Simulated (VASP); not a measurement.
The system is KCdCO3F.

```
CELL_PARAMETERS angstrom
5.04193 0.00000 0.00000
-2.52096 4.36644 0.00000
0.00000 0.00000 4.42406
ATOMIC_POSITIONS crystal
K 0.00000 0.00000 0.00000
Cd 0.66667 0.33333 0.50000
C 0.33333 0.66667 0.50000
O 0.18641 0.37283 0.50000
O 0.18641 0.81359 0.50000
O 0.62717 0.81359 0.50000
F 0.66667 0.33333 0.00000
```

Base run:

```yaml
Program: VASP 6.6.1
Functional: PBE
Potentials_or_basis: VASP PAW PBE potentials, release 64 (K_sv, Cd, C, O, F)
Cutoff: 520 eV
k_mesh: 6 × 6 × 6
Occupations: fermi-dirac, width 0.02 eV
Spin: no spin polarisation
```

Its results: band gap on the k mesh 2.00 eV; pressure 4.9 GPa; largest force 0.724 eV/Å.

Task: The run is repeated on the same cell with these changes: functional from PBE to r2SCAN; occupations from fermi-dirac, width 0.02 eV to gaussian, width 0.01 eV. What comes out?

Result: Band gap on the k mesh 2.64 eV; pressure 1.1 GPa; largest force 0.357 eV/Å.

Caveats: the cell stands under pressure (at least some runs); the PAW data sets were made with another functional, which shifts forces and pressure a little (at least some runs).

A k mesh can miss the band edges.
